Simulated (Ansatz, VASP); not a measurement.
This is a calculation of SiC for VASP 6.6.1.

The input INCAR:

```
SYSTEM = SiC
PREC     = Accurate       ! precision mode
ENCUT    = 520            ! plane-wave cutoff, eV
EDIFF    = 1E-7           ! SCF threshold, eV
ISMEAR   = -1             ! smearing method
SIGMA    = 0.06           ! smearing width, eV
LREAL    = .FALSE.        ! projectors in reciprocal space
LASPH    = .TRUE.         ! aspherical terms in the spheres
NELM     = 100            ! most SCF steps
ALGO     = Normal         ! electronic algorithm
ISIF     = 2              ! what is computed and relaxed
LWAVE    = .FALSE.        ! write WAVECAR
LCHARG   = .TRUE.         ! write CHGCAR
GGA      = PE             ! functional
LELF     = .TRUE.         ! ELF
LVHAR    = .TRUE.       
NBANDS   = 11             ! bands
```

File KPOINTS:

```
regular mesh
0
G
  4 4 4
  0 0 0
```

Contents of POSCAR:

```
SiC
1.0
    0.0000000000      2.1790000000      2.1790000000
    2.1790000000      0.0000000000      2.1790000000
    2.1790000000      2.1790000000      0.0000000000
Si C
1 1
Direct
    0.0000000000      0.0000000000      0.0000000000
    0.7500000000      0.7500000000      0.7500000000
```

Potentials or basis: VASP PAW PBE potentials, release 64 (Si, C).

Run with:

```bash
$ cat potpaw_PBE.64/Si/POTCAR potpaw_PBE.64/C/POTCAR > POTCAR
$ mpirun -np 1 vasp_std > vasp.out
```

Q: Translate it to Ansatz 0.2.0. Potentials there: all-electron LAPW, scalar-relativistic.

A: As run (the cutoff follows the program's own potentials):

input.yaml

```yaml
crystal:
  lattice:
    - [0.0, 2.179, 2.179]
    - [2.179, 0.0, 2.179]
    - [2.179, 2.179, 0.0]
  atoms:
    - { symbol: Si, position: [0.0, 0.0, 0.0] }
    - { symbol: C, position: [0.75, 0.75, 0.75] }
kpoints:
  mp_grid: { grid: [4, 4, 4] }
scf:
  occupations: { method: fermi_dirac, width: 0.06 }
hamiltonian:
  xc: pbe
  pseudopotentials: { kind: all_electron, lapw: { basis_error: 0.002 } }
output:
  forces: true
  stress: true
  eigenvalues: true
```

Potentials or basis: all-electron LAPW, scalar-relativistic.

Launch:

```sh
$ ansatz run input.yaml --threads 1 --pin off --max-ram 3072MiB --backend cpu --events-out ev --progress --plain --runs-dir out
```

Both were run:

|  | VASP | Ansatz | Ansatz less VASP |
| --- | --- | --- | --- |
| gap on the k mesh at the Fermi level (eV) | 1.31 | 1.31 | +0.002 |
| least direct gap on the mesh (eV) | 4.51 | 4.52 | +0.004 |
| pressure (GPa) | 3.6 | 3.7 | +0.08 |

Ansatz ran all-electron here, and VASP with PAW potentials.

The k mesh is coarse, so the values compare programs but aren't converged.
